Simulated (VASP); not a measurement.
Input of a VASP 6.6.1 run:

Contents of INCAR:

```
PREC     = Accurate       # precision mode
ENCUT    = 520            # plane-wave cutoff, eV
EDIFF    = 1E-6           # SCF threshold, eV
ISMEAR   = -1             # smearing method
SIGMA    = 0.08           # smearing width, eV
LREAL    = F              # projectors in reciprocal space
LASPH    = T              # aspherical terms in the spheres
NELM     = 60             # most SCF steps
ALGO     = Normal         # electronic algorithm
ISIF     = 2              # what is computed and relaxed
LWAVE    = F              # write WAVECAR
LCHARG   = F              # write CHGCAR
GGA      = PE             # functional
NBANDS   = 13             # bands
```

KPOINTS

```
regular mesh
0
Gamma
  14 14 8
```

The input POSCAR:

```
Se
1.0
    2.4782198832      0.0000000000      0.0000000000
   -1.2391099416      2.1462013751      0.0000000000
    0.0000000000      0.0000000000      3.7755762236
Se
2
Direct
    0.3333333333      0.6666666667      0.2500000000
    0.6666666667      0.3333333333      0.7500000000
```

Potentials or basis: VASP PAW PBE potentials, release 64 (Se).

The run is started by

```bash
$ cat potpaw_PBE.64/Se/POTCAR > POTCAR
$ mpirun -np 1 vasp_std > vasp.out
```

Task: Estimate the pressure.

Result: 244.0 GPa.

Task: What does it give for the band gap on the k mesh?

Result: Zero (band 6 reaches 23.82 eV, above the bottom of band 7 at 12.81 eV).

Stress tensor (GPa, compression positive):
```
243.62   0.00   0.00
  0.00 243.62   0.00
  0.00   0.00 244.65
```
